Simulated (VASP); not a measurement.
Here is a VASP 6.6.1 calculation.

Contents of INCAR:

```
PREC = Accurate ; ENCUT = 520
EDIFF = 1E-8 ; ISMEAR = -1
SIGMA = 0.15 ; LREAL = F
LASPH = T ; NELM = 60
ALGO = Normal ; ISIF = 2
LWAVE = F ; LCHARG = F
GGA = PE ; LEFG = T
NBANDS = 18
```

The input KPOINTS:

```
Automatic mesh
0
Gamma
  15 15 8
```

Contents of POSCAR:

```
Sc
1.0
    3.3171107572      0.0000000000      0.0000000000
   -1.6585553786      2.8727021829      0.0000000000
    0.0000000000      0.0000000000      5.2092551770
Sc
2
Direct
    0.3333333333      0.6666666667      0.2500000000
    0.6666666667      0.3333333333      0.7500000000
```

Potentials or basis: VASP PAW PBE potentials, release 64 (Sc_sv).

Command:

```bash
$ cat potpaw_PBE.64/Sc_sv/POTCAR > POTCAR
$ mpirun -np 1 vasp_std > vasp.out
```

Task: Predict the pressure.

Result: 0.0 GPa.

Task: Predict the band gap on the k mesh.

Result: Zero (bands 11 and 12 overlap by 1.43 eV).

Electric field gradients, principal values (V/Å²):
| atom | least | middle | greatest (by size) |
| --- | --- | --- | --- |
| 1 Sc | -5.482 | -5.483 | 10.965 |
| 2 Sc | -5.482 | -5.483 | 10.965 |

Caveat: without QUAD_EFG the Cq values of the log hold for a quadrupole moment of 1 mb, not for the nuclei.
